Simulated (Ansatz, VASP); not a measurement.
ZnO: VASP beside Ansatz

```
Zn O
1.0
     3.27083    0.00000    0.00000
    -1.63541    2.83262    0.00000
     0.00000    0.00000    5.24018
Zn O
2 2
Direct
  0.66667 0.33333 0.00000
  0.33333 0.66667 0.50000
  0.33333 0.66667 0.87901
  0.66667 0.33333 0.37901
```

Alike in both runs: task single point; functional RPBE; dispersion D3(BJ); k mesh 9 × 9 × 5; occupations fermi-dirac, width 0.05 eV; no spin polarisation.

|  | VASP | Ansatz |
| --- | --- | --- |
| version | VASP 6.6.1 | Ansatz 0.2.0 |
| potentials or method | VASP PAW PBE potentials, release 64 (Zn, O) | Ansatz PAW |
| plane-wave cutoff (eV) | 520 | 420 |
| valence electrons in the cell | 36 | 36 |

Ansatz gave:

```
gap on the k mesh at the Fermi level (eV)                     : 0.88
least direct gap on the mesh (eV)                             : 0.88
pressure (GPa)                                                : -8.0
traceless stress, the component that is largest in VASP (GPa) : 0.81
rms of the force components (eV/Å)                            : 0.047
```

Q: Which values does VASP return?

A: gap on the k mesh at the Fermi level (eV): 0.85; least direct gap on the mesh (eV): 0.85; pressure (GPa): -6.9; traceless stress, the component that is largest in VASP (GPa): 0.85; rms of the force components (eV/Å): 0.049.

VASP's potentials were made for PBE, not for RPBE. Atom by atom the forces differ by 0.002 eV/Å (rms over components).

Noted on Ansatz's run: odd divisions of the mesh miss points on the zone boundary, where band edges often lie, so the gap on the mesh can be too wide.
